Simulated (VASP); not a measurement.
# Sr (Im-3m) in VASP: a series of runs, part 2 of 2

VASP 6.6.1. Earlier steps stand in the parts before.

## 4. Single point, PBEsol, non-collinear spin, zero start, spin-orbit coupling

The input, INCAR:

```
PREC     = Accurate       # precision mode
ENCUT    = 520            # plane-wave cutoff, eV
EDIFF    = 1E-6           # SCF threshold, eV
ISMEAR   = -1             # smearing method
SIGMA    = 0.1            # smearing width, eV
LREAL    = False          # projectors in reciprocal space
LASPH    = True           # aspherical terms in the spheres
NELM     = 150            # most SCF steps
ALGO     = Normal         # electronic algorithm
ISIF     = 2              # what is computed and relaxed
LWAVE    = False          # write WAVECAR
LCHARG   = False          # write CHGCAR
MAGMOM   = 0 0 0          # initial moments
LORBIT   = 11             # projections on sites
LSORBIT  = True           # spin-orbit coupling
GGA_COMPAT= False        
LORBMOM  = True         
GGA      = PS             # functional
NBANDS   = 21             # bands
```

The input, KPOINTS:

```
regular mesh
0
Gamma
  8 8 8
```

The input, POSCAR:

```
Sr
1.0
   -2.4350000000      2.4350000000      2.4350000000
    2.4350000000     -2.4350000000      2.4350000000
    2.4350000000      2.4350000000     -2.4350000000
Sr
1
Direct
    0.0000000000      0.0000000000      0.0000000000
```

Potentials or basis: VASP PAW PBE potentials, release 64 (Sr_sv).

The run is started by

```
$ cat potpaw_PBE.64/Sr_sv/POTCAR > POTCAR
$ mpirun -np 1 vasp_ncl > vasp.out
```

OUTCAR:

```text
PREC = Accurate
   ENCUT = 520
   EDIFF = 1E-6
   ISMEAR = -1
   LREAL = False
   LASPH = True
   NELM = 150
   ISIF = 2
   LORBIT = 11
   LSORBIT = True
   GGA = PS

 ion  position               nearest neighbor table
   1  0.000  0.000  0.000-

  LATTYP: Found a body centered cubic cell.
 ALAT       =     4.8700000000

  Lattice vectors:

 A1 = (  -2.4350000000,   2.4350000000,   2.4350000000)
 A2 = (   2.4350000000,  -2.4350000000,   2.4350000000)
 A3 = (   2.4350000000,   2.4350000000,  -2.4350000000)

Analysis of symmetry for initial positions (statically):
=====================================================================
 Subroutine PRICEL returns:
 Original cell was already a primitive cell.

 Routine SETGRP: Setting up the symmetry group for a
 body centered cubic supercell.

 Subroutine GETGRP returns: Found 48 space group operations
 (whereof 48 operations were pure point group operations)
 out of a pool of 48 trial point group operations.

The static configuration has the point symmetry O_h .

Analysis of symmetry for dynamics (positions and initial velocities):
=====================================================================
 Subroutine PRICEL returns:
 Original cell was already a primitive cell.

 Routine SETGRP: Setting up the symmetry group for a
 body centered cubic supercell.

 Subroutine GETGRP returns: Found 48 space group operations
 (whereof 48 operations were pure point group operations)
 out of a pool of 48 trial point group operations.

The dynamic configuration has the point symmetry O_h .

Analysis of structural, dynamic, and magnetic symmetry:
=====================================================================
 Subroutine PRICEL returns:
 Original cell was already a primitive cell.

 Routine SETGRP: Setting up the symmetry group for a
 body centered cubic supercell.

 Subroutine GETGRP returns: Found 48 space group operations
 (whereof 48 operations were pure point group operations)
 out of a pool of 48 trial point group operations.

The overall configuration has the point symmetry O_h .

 Subroutine INISYM returns: Found 48 space group operations
 (whereof 48 operations are pure point group operations),
 and found     1 'primitive' translations

----------------------------------------------------------------------------------------

                                     Primitive cell

  volume of cell :      57.7507

  direct lattice vectors                    reciprocal lattice vectors
    -2.435000000  2.435000000  2.435000000     0.000000000  0.205338809  0.205338809
     2.435000000 -2.435000000  2.435000000     0.205338809  0.000000000  0.205338809
     2.435000000  2.435000000 -2.435000000     0.205338809  0.205338809  0.000000000

  length of vectors
     4.217543716  4.217543716  4.217543716     0.290392929  0.290392929  0.290392929

  position of ions in fractional coordinates (direct lattice)
     0.000000000  0.000000000  0.000000000

  ion indices of the primitive-cell ions
   primitive index   ion index
                 1           1

----------------------------------------------------------------------------------------

 KPOINTS: regular mesh

Automatic generation of k-mesh.
[... 90 lines left out ...]
   LORBIT       =     11    0 simple, 1 ext, 2 COOP (PROOUT), +10 PAW based schemes
   GGA     = PS    functional components
   LHFCALC =     F    Hartree Fock is set to
   AEXX    =    0.0000 exact exchange contribution
   IVDW    =     0    specifies the selected vdW correction
   LEPSILON=     F    determine dielectric tensor
   LRPA    =     F    only Hartree local field effects (RPA)
  energy-cutoff  :      520.00
  volume of cell :       57.75
 maximum number of plane-waves:      3136
   NGX = 15   NGY = 15   NGZ = 15

 number of electron      10.0000000 magnetization      -0.0000000     -0.0000000     -0.0000000

 number of electron      10.0000000 magnetization       0.0000000      0.0000000      0.0000000

 number of electron      10.0000000 magnetization       0.0000000      0.0000000     -0.0000000

 number of electron      10.0000000 magnetization      -0.0000000     -0.0000000      0.0000000

 Free energy of the ion-electron system (eV)
  ---------------------------------------------------
  ext. energy  EPLUGINS =         0.00000000
  ---------------------------------------------------
  free energy    TOTEN  =        -1.91978339 eV

  energy without entropy =       -1.87488042  energy(sigma->0) =       -1.89733190

 E-fermi :   1.3142     XC(G=0):  -7.2811

 val. band max:        1.2899827153   @ k =   0.5000   0.5000   0.3750
 cond. band min:       1.3561098749   @ k =   0.5000   0.5000   0.3750
 fundamental gap:      0.0661271596
 Fermi energy:         1.3142116168

 k-point     1 :       0.0000    0.0000    0.0000
  band No.  band energies     occupation
      1     -35.2958      1.00000
      2     -35.2958      1.00000
      3     -17.9819      1.00000
      4     -17.9819      1.00000
      5     -16.8349      1.00000
      6     -16.8349      1.00000
[... 565 lines left out ...]
     20       5.4725      0.00000
     21       7.6668      0.00000

 [... further k-points ...]
[... 5 lines left out ...]
  --------------------------------------------------------------------------------------
  -------------------------------------------------------------------------------------
  Total       -0.4198230     -0.4198230     -0.4198230      0.0000000      0.0000000     -0.0000000
  in kB      -11.6471570    -11.6471570    -11.6471570      0.0000000      0.0000000     -0.0000000
  external PRESSURE =     -11.6471570 kB  Pullay stress =       0.0000000 kB

 VOLUME and BASIS-vectors are now :
 -----------------------------------------------------------------------------
  energy-cutoff  :      520.00
  volume of cell :       57.75
      direct lattice vectors                 reciprocal lattice vectors
    -2.435000000  2.435000000  2.435000000     0.000000000  0.205338809  0.205338809
     2.435000000 -2.435000000  2.435000000     0.205338809  0.000000000  0.205338809
     2.435000000  2.435000000 -2.435000000     0.205338809  0.205338809  0.000000000

 POSITION                                       TOTAL-FORCE (eV/Angst)
 -----------------------------------------------------------------------------------
      0.00000      0.00000      0.00000         0.000000      0.000000     -0.000000
 -----------------------------------------------------------------------------------
    total drift:                               -0.000000      0.000000     -0.000000

  FREE ENERGIE OF THE ION-ELECTRON SYSTEM (eV)
  ---------------------------------------------------
  free  energy   TOTEN  =        -1.9197833889 eV

  energy  without entropy=       -1.8748804169  energy(sigma->0) =       -1.89733190

 orbital moment (x)

 # of ion     p       d       tot
 ----------------------------------------
  1        -0.000  -0.000  -0.000
 ----------------------------------------
           -0.000  -0.000  -0.000

 orbital moment (y)

 # of ion     p       d       tot
 ----------------------------------------
  1         0.000   0.000   0.000
 ----------------------------------------
            0.000   0.000   0.000

 orbital moment (z)

 # of ion     p       d       tot
 ----------------------------------------
  1         0.000   0.000   0.000
 ----------------------------------------
            0.000   0.000   0.000

 Spin-Orbit-Coupling matrix elements

 Ion:    1  E_soc:     -0.1785287
 l=   1
     0.0000000    -0.0297537    -0.0297537
    -0.0297537     0.0000000    -0.0297537
    -0.0297537    -0.0297537     0.0000000
 l=   2
     0.0000000     0.0000040     0.0000000     0.0000040    -0.0000051
     0.0000040     0.0000000    -0.0000038     0.0000040    -0.0000013
     0.0000000    -0.0000038     0.0000000    -0.0000038     0.0000000
     0.0000040     0.0000040    -0.0000038     0.0000000    -0.0000013
    -0.0000051    -0.0000013     0.0000000    -0.0000013     0.0000000
 l=   3
     0.0000000     0.0000000     0.0000000     0.0000000     0.0000000     0.0000000     0.0000000
     0.0000000     0.0000000     0.0000000     0.0000000     0.0000000     0.0000000     0.0000000
     0.0000000     0.0000000     0.0000000     0.0000000     0.0000000     0.0000000     0.0000000
     0.0000000     0.0000000     0.0000000     0.0000000     0.0000000     0.0000000     0.0000000
     0.0000000     0.0000000     0.0000000     0.0000000     0.0000000     0.0000000     0.0000000
     0.0000000     0.0000000     0.0000000     0.0000000     0.0000000     0.0000000     0.0000000
     0.0000000     0.0000000     0.0000000     0.0000000     0.0000000     0.0000000     0.0000000

 total charge

# of ion       s       p       d       tot
------------------------------------------
    1        2.061   5.706   0.125   7.892

 magnetization (x)

# of ion       s       p       d       tot
------------------------------------------
    1       -0.000  -0.000   0.000  -0.000

 magnetization (y)

# of ion       s       p       d       tot
------------------------------------------
    1        0.000   0.000  -0.000   0.000

 magnetization (z)

# of ion       s       p       d       tot
------------------------------------------
    1        0.000  -0.000   0.000   0.000
```

Wall time 86 s (1 thread of Intel Xeon Platinum 8488C (Sapphire Rapids), shared host); peak memory 0.33 GiB.

What came out:

```yaml
Free_energy: -1.9198 eV
Pressure: -1.2 GPa
Net_moment: 0.00 μB per cell
Valence_electrons_inside_the_program's_atomic_spheres: Sr 7.89
```

Moments on the atoms (μB; x, y, z):
```
Sr  0.00 0.00 0.00
```

Caveat: the PAW data sets were made with another functional, which shifts forces and pressure a little.

## 5. Single point, PBE (volume scaled by 0.94)

The input, INCAR:

```
PREC = Accurate
ENCUT = 520
EDIFF = 1E-6
ISMEAR = -1
SIGMA = 0.05
LREAL = F
LASPH = T
NELM = 80
ALGO = Fast
ISIF = 2
LWAVE = F
LCHARG = F
GGA = PE
NBANDS = 11
```

The input, KPOINTS:

```
Automatic mesh
0
Gamma
  8 8 8
```

The input, POSCAR:

```
Sr
1.0
   -2.3852921747      2.3852921747      2.3852921747
    2.3852921747     -2.3852921747      2.3852921747
    2.3852921747      2.3852921747     -2.3852921747
Sr
1
Direct
    0.0000000000      0.0000000000      0.0000000000
```

The run is started by

```
$ cat potpaw_PBE.64/Sr_sv/POTCAR > POTCAR
$ mpirun -np 1 vasp_std > vasp.out
```

It took 7.2 s on 1 thread of Intel Xeon 6975P-C (Granite Rapids), shared host; peak memory 0.17 GiB.

The run converged. Its results:

```yaml
Free_energy: -1.6378 eV
Pressure: -0.1 GPa
Band_gap_on_the_k_mesh: zero (band 5 reaches 1.98 eV, above the bottom of band 6 at 1.48 eV)
```

Levels at points of the mesh, in eV from the Fermi level:
```tsv
k point	band 1	band 2	band 3	band 4	band 5	band 6	band 7	band 8	band 9	band 10
(0.00, 0.00, 0.00)	-36.56	-18.45	-18.45	-18.45	-3.64	2.41	2.41	2.41	3.75	3.75
(0.50, 0.00, 0.00)	-36.55	-18.66	-18.52	-18.45	-0.99	0.26	1.24	3.57	4.25	5.48
(0.50, 0.50, 0.50)	-36.54	-18.60	-18.60	-18.60	-0.13	-0.13	3.69	3.69	3.69	5.08
```

## 6. Single point, PBE

The input, INCAR:

```
  PREC = Accurate
  ENCUT = 520
  EDIFF = 1E-6
  ISMEAR = -1
  SIGMA = 0.05
  LREAL = False
  LASPH = True
  NELM = 80
  ALGO = Fast
  ISIF = 2
  LWAVE = False
  LCHARG = False
  GGA = PE
  NBANDS = 11
```

The input, KPOINTS:

```
regular mesh
0
Gamma
  8 8 8
```

The input, POSCAR:

```
Sr
1.0
   -2.4350000000      2.4350000000      2.4350000000
    2.4350000000     -2.4350000000      2.4350000000
    2.4350000000      2.4350000000     -2.4350000000
Sr
1
Direct
    0.0000000000      0.0000000000      0.0000000000
```

Potentials or basis: VASP PAW PBE potentials, release 64 (Sr_sv).

The run is started by

```
$ cat potpaw_PBE.64/Sr_sv/POTCAR > POTCAR
$ mpirun -np 1 vasp_std > vasp.out
```

It took 6.9 s on 1 thread of Intel Xeon 6975P-C (Granite Rapids), shared host; peak memory 0.17 GiB.

Results (log left out):

```
Free energy            : -1.6294 eV
Pressure               : -0.7 GPa
Band gap on the k mesh : zero (band 5 reaches 1.75 eV, above the bottom of band 6 at 1.35 eV)
```

Levels at points of the mesh, in eV from the Fermi level:
```csv
k point,band 2,band 3,band 4,band 5,band 6,band 7,band 8,band 9
"(0.00, 0.00, 0.00)",-18.61,-18.61,-18.61,-3.57,2.32,2.32,2.32,3.58
"(0.50, 0.00, 0.00)",-18.77,-18.66,-18.61,-0.97,0.16,1.21,3.38,4.04
"(0.50, 0.50, 0.50)",-18.73,-18.73,-18.73,-0.07,-0.07,3.43,3.43,3.43
```

## 7. The runs side by side

```csv
level,spin,cell,k mesh,smearing,grid for exact exchange (PRECFOCK),gap on the mesh (eV),pressure (GPa)
PBE0,off,"a = 4.218 Å, angles 109.5°, 1 atom",4 × 4 × 4,fermi-dirac 0.1 eV,Normal,none,-0.4
PBE,off,"a = 4.245 Å, angles 109.5°, 1 atom",8 × 8 × 8,fermi-dirac 0.05 eV,-,none,-0.9
PBEsol,"non-collinear, zero start, SOC","a = 4.218 Å, angles 109.5°, 1 atom",8 × 8 × 8,fermi-dirac 0.1 eV,-,-,-1.2
PBE,off,"a = 4.131 Å, angles 109.5°, 1 atom",8 × 8 × 8,fermi-dirac 0.05 eV,-,none,-0.1
PBE,off,"a = 4.218 Å, angles 109.5°, 1 atom",8 × 8 × 8,fermi-dirac 0.05 eV,-,none,-0.7
```

Alike in all rows: task single point; potentials or basis VASP PAW PBE potentials, release 64 (Sr_sv); cutoff (eV) 520.

Caveats: some runs use coarse meshes; the PAW data sets were made with another functional, which shifts forces and pressure a little (some runs).

Absolute energies hang on the potentials; compare differences alone.
